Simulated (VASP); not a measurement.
# Bi in VASP: further runs, part 2 of 2

VASP 6.6.1. Earlier steps stand in the parts before.

### 4 Single point, PBE

INCAR reads:

```
  PREC = Accurate
  ENCUT = 520
  EDIFF = 1E-6
  ISMEAR = 0
  SIGMA = 0.01
  LREAL = False
  LASPH = True
  NELM = 60
  ALGO = Normal
  ISIF = 2
  LWAVE = False
  LCHARG = False
  LDIPOL = True
  IDIPOL = 3
  DIPOL = 0.5 0.5 0.324
  GGA = PE
  NBANDS = 38
```

KPOINTS reads:

```
Automatic mesh
0
Gamma
  4 4 1
  0 0 0.5
```

POSCAR reads:

```
Bi
1.0
    5.1182504689      0.0000000000      0.0000000000
    0.0000000000      4.5196968759      0.0000000000
    0.0000000000      0.0000000000     29.3597916812
Bi
4
Direct
    0.0480844891      0.0000000000      0.3738669590
    0.4519155109      0.5000000000      0.3738669590
    0.5480844891      0.5000000000      0.2732765973
    0.9519155109      0.0000000000      0.2732765973
```

Potentials or basis: VASP PAW PBE potentials, release 64 (Bi_d).

On the command line:

```sh
> cat potpaw_PBE.64/Bi_d/POTCAR > POTCAR
> mpirun -np 1 vasp_std > vasp.out
```

OUTCAR:

```text
PREC = Accurate
   ENCUT = 520
   EDIFF = 1E-6
   ISMEAR = 0
   LREAL = False
   LASPH = True
   NELM = 60
   ISIF = 2
   GGA = PE

 ion  position               nearest neighbor table
   1  0.048  0.000  0.374-   4 2.99   2 3.06   2 3.06   2 3.80   2 3.80
   2  0.452  0.500  0.374-   3 2.99   1 3.06   1 3.06   1 3.80   1 3.80
   3  0.548  0.500  0.273-   2 2.99   4 3.06   4 3.06   4 3.80   4 3.80
   4  0.952  0.000  0.273-   1 2.99   3 3.06   3 3.06   3 3.80   3 3.80

  LATTYP: Found a simple orthorhombic cell.
 ALAT       =     4.5196968759
 B/A-ratio  =     1.1324322426
 C/A-ratio  =     6.4959647709

  Lattice vectors:

[... 556 lines left out ...]
  -------------------------------------------------------------------------------------
  Total        0.1506532      1.3089602      0.5125319     -0.0000000      0.0000000      0.0000000
  in kB        0.3553900      3.0878289      1.2090595     -0.0000000      0.0000000      0.0000000
  external PRESSURE =       1.5507595 kB  Pullay stress =       0.0000000 kB

 VOLUME and BASIS-vectors are now :
 -----------------------------------------------------------------------------
  energy-cutoff  :      520.00
  volume of cell :      679.18
      direct lattice vectors                 reciprocal lattice vectors
     5.118250469  0.000000000  0.000000000     0.195379262  0.000000000  0.000000000
     0.000000000  4.519696876  0.000000000     0.000000000  0.221253776  0.000000000
     0.000000000  0.000000000 29.359791681     0.000000000  0.000000000  0.034060187

 POSITION                                       TOTAL-FORCE (eV/Angst)
 -----------------------------------------------------------------------------------
      0.24611      0.00000     10.97666        -0.135483      0.000000      0.098172
      2.31302      2.25985     10.97666         0.135483      0.000000      0.098172
      2.80523      2.25985      8.02334        -0.135483      0.000000     -0.098172
      4.87214      0.00000      8.02334         0.135483     -0.000000     -0.098172
 -----------------------------------------------------------------------------------
    total drift:                                0.000000      0.000000     -0.000094

  FREE ENERGIE OF THE ION-ELECTRON SYSTEM (eV)
  ---------------------------------------------------
  free  energy   TOTEN  =       -15.1307062783 eV

  energy  without entropy=      -15.1307062783  energy(sigma->0) =      -15.13070628

 vacuum level on the upper side and lower side of the slab         2.093         2.093
```

OSZICAR:

```text
N       E                     dE             d eps       ncg     rms          rms(c)
DAV:   1     0.505267288595E+03    0.50527E+03   -0.27529E+04   924   0.122E+03
DAV:   2     0.248539178426E+02   -0.48041E+03   -0.47448E+03   800   0.338E+02
DAV:   3    -0.137844504768E+02   -0.38638E+02   -0.38501E+02   812   0.120E+02
[... 13 lines left out ...]
DAV:  17    -0.151306631244E+02   -0.17084E-04   -0.43361E-07   572   0.378E-03    0.766E-04
DAV:  18    -0.151306952176E+02   -0.32093E-04   -0.17433E-06   480   0.223E-03    0.355E-04
DAV:  19    -0.151306979899E+02   -0.27722E-05   -0.26236E-08   572   0.105E-03    0.233E-04
DAV:  20    -0.151307059935E+02   -0.80037E-05   -0.24216E-07   498   0.106E-03    0.170E-04
DAV:  21    -0.151307062783E+02   -0.28484E-06    0.97812E-09   500   0.393E-04
   1 F= -.15130706E+02 E0= -.15130706E+02  d E =-.522783E-23
```

Wall time 10 min (1 thread of Intel Xeon 8259CL, shared host); peak memory 0.73 GiB.

What came out:

```
Free energy   : -15.1307 eV
Largest force : 0.167 eV/Å
```

Forces on the atoms (eV/Å):
```
Bi  -0.135  0.000  0.098
Bi   0.135  0.000  0.098
Bi  -0.135  0.000 -0.098
Bi   0.135  0.000 -0.098
```

Levels at points of the mesh, in eV from the Fermi level:
| k point | band 26 | band 27 | band 28 | band 29 | band 30 | band 31 | band 32 | band 33 | band 34 | band 35 |
| --- | --- | --- | --- | --- | --- | --- | --- | --- | --- | --- |
| (0.00, 0.00, 0.50) | -2.76 | -2.22 | -1.38 | -0.97 | -0.07 | 0.48 | 2.33 | 2.45 | 2.93 | 3.41 |
| (0.50, 0.00, 0.50) | -2.07 | -1.00 | -1.00 | -0.62 | -0.62 | 0.87 | 0.87 | 1.83 | 1.83 | 2.05 |
| (0.00, 0.50, 0.50) | -2.04 | -1.51 | -1.51 | -1.35 | -1.35 | 0.78 | 0.78 | 1.16 | 1.16 | 2.24 |
| (0.50, 0.50, 0.50) | -3.96 | -2.88 | -2.88 | -1.44 | -1.44 | 2.23 | 2.23 | 4.27 | 4.27 | 4.45 |

Caveat: spin-orbit coupling is left out, which moves the levels of the heavy elements.

### 5 Summary

| k mesh | smearing | largest force (eV/Å) |
| --- | --- | --- |
| 4 × 4 × 1 | gaussian 0.5 eV | 0.20 |
| 4 × 4 × 1 | methfessel-paxton 0.001 eV | 0.17 |
| 4 × 4 × 1, shifted | gaussian 0.01 eV | 0.17 |

Alike in all rows: task single point; level PBE; potentials or basis VASP PAW PBE potentials, release 64 (Bi_d); no spin polarisation; cell as given; cutoff (eV) 520.

Caveats: spin-orbit coupling is left out, which moves the levels of the heavy elements; so wide a smearing shifts energies and pressures (at least some runs).

Total energies depend on the potentials used, so only differences within one code and one set of settings carry meaning.
